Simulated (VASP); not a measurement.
Wanted: the native input for a VASP 6.6.1 run.

```yaml
Task: single point
Functional: PBE
Potentials_or_basis: VASP PAW PBE potentials, release 64 (Na_pv, Ca_sv, H)
Cutoff: 520 eV
k_mesh: 4 × 4 × 4
Occupations: gaussian, width 0.1 eV
Spin: no spin polarisation
Dipole_correction: no
Further_INCAR_settings: ALGO = Normal; EDIFF = 1e-07; NBANDS = 22
```

The structure of NaCa2H2 lies in POSCAR:

```
NaCa2H2
1.0
    4.3147487500      0.0000000000      0.0000000000
    0.0000000000      4.3147487500      0.0000000000
    0.0000000000      0.0000000000      6.3688268500
Na Ca H
1 2 2
Direct
    0.0000000000      0.0000000000      0.0000000000
    0.0000000000      0.5000000000      0.0000000000
    0.5000000000      0.0000000000      0.0000000000
    0.0000000000      0.0000000000      0.1485385900
    0.0000000000      0.0000000000      0.8514614100
```

The input as run:

INCAR

```
PREC = Accurate
ENCUT = 520
EDIFF = 1E-7
ISMEAR = 0
SIGMA = 0.1
LREAL = F
LASPH = T
NELM = 80
ALGO = Normal
ISIF = 2
LWAVE = F
LCHARG = T
GGA = PE
LELF = T
LVHAR = T
NBANDS = 22
```

KPOINTS

```
regular mesh
0
Gamma
  4 4 4
```

Potentials or basis: VASP PAW PBE potentials, release 64 (Na_pv, Ca_sv, H).

The run is started by

```bash
$ cat potpaw_PBE.64/Na_pv/POTCAR potpaw_PBE.64/Ca_sv/POTCAR potpaw_PBE.64/H/POTCAR > POTCAR
$ mpirun -np 1 vasp_std > vasp.out
```

Results of the run:

| Item | Value |
| --- | --- |
| Pressure | 41.8 GPa |
| Largest force | 27.352 eV/Å |

Caveat: the k points lie up to 0.36 Å⁻¹ apart; forces of over 1 eV/Å act on the atoms, so gaps and moduli don't describe the material at rest.

It took 86 s on 1 thread of AMD EPYC 7R13, with other jobs on the host, peak memory 0.2 GiB.
